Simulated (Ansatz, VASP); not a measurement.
**One calculation of Ti, two programs**

```xyz
2
Lattice="2.9500 0.0000 0.0000 -1.4750 2.5548 0.0000 0.0000 0.0000 4.7329" Properties=species:S:1:pos:R:3 pbc="T T T"
Ti    0.0000    1.7032    1.1832
Ti    1.4750    0.8516    3.5496
```

Change from the starting cell: zz strain of +1 %, crystal datasets.

Alike in both runs: task electric field gradients; functional PBE; k mesh 13 × 13 × 7; occupations fermi-dirac, width 0.08 eV; no spin polarisation.

|  | VASP | Ansatz |
| --- | --- | --- |
| version | VASP 6.6.1 | Ansatz 0.2.0 |
| potentials or method | VASP PAW PBE potentials, release 64 (Ti_sv), cutoff 400 eV | all-electron PAW with datasets made for the crystal, scalar-relativistic |

VASP gave:

```
pressure (GPa)                                                : -3.6
traceless stress, the component that is largest in VASP (GPa) : -0.96
size of Vzz on the site where it differs most (V/Å²)          : 14.3
```

**Question.** Estimate Ansatz's values.

**Answer.** Pressure (GPa): -2.6; traceless stress, the component that is largest in VASP (GPa): -0.97; size of Vzz on the site where it differs most (V/Å²): 15.7.

Ansatz ran all-electron here, and VASP with PAW potentials.
